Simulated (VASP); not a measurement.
Wanted: the native input for a VASP 6.6.1 run.

| Item | Value |
| --- | --- |
| Task | single point |
| Functional | PBEsol |
| Potentials or basis | VASP PAW PBE potentials, release 64 (Co) |
| Cutoff | 520 eV |
| k mesh | 9 × 9 × 5 |
| Occupations | fermi-dirac, width 0.05 eV |
| Spin | collinear spin, ferromagnetic start |
| Starting moments | [2.5, 2.5] μB |
| Dipole correction | no |
| Further INCAR settings | ALGO = Normal; EDIFF = 1e-06; NBANDS = 20 |

The structure of Co lies in POSCAR:

```
Co
1.0
    2.4873650000      0.0000000000      0.0000000000
   -1.2436820000      2.1541210000      0.0000000000
    0.0000000000      0.0000000000      4.0632900000
Co
2
Direct
    0.6666666667      0.3333333333      0.2598610000
    0.3333333333      0.6666666667      0.7401390000
```

One way to write it, as run:

INCAR

```
SYSTEM = Co
  ALGO = Normal
  EDIFF = 1E-6
  ENCUT = 520
  GGA = PS
  ISIF = 2
  ISMEAR = -1
  ISPIN = 2
  LASPH = .TRUE.
  LCHARG = .FALSE.
  LMAXMIX = 4
  LORBIT = 11
  LREAL = .FALSE.
  LWAVE = .FALSE.
  MAGMOM = 2.5 2.5
  NBANDS = 20
  NELM = 150
  PREC = Accurate
  SIGMA = 0.05
```

KPOINTS

```
k-points
0
G
  9 9 5
  0 0 0
```

Potentials or basis: VASP PAW PBE potentials, release 64 (Co).

Command:

```console
$ cat potpaw_PBE.64/Co/POTCAR > POTCAR
$ mpirun -np 1 vasp_std > vasp.out
```

Results of the run:

```json
{
 "Pressure": "-11.3 GPa",
 "Largest force": "0.435 eV/Å",
 "Net moment": "3.09 μB per cell",
 "Site moments": "Co +1.56 μB",
 "Valence electrons inside the program's atomic spheres": "Co 8.27"
}
```

Caveat: the PAW data sets were made with another functional, which shifts forces and pressure a little.

It took 80 s on 1 thread of Intel Xeon 6975P-C (shared host), peak memory 0.15 GiB.
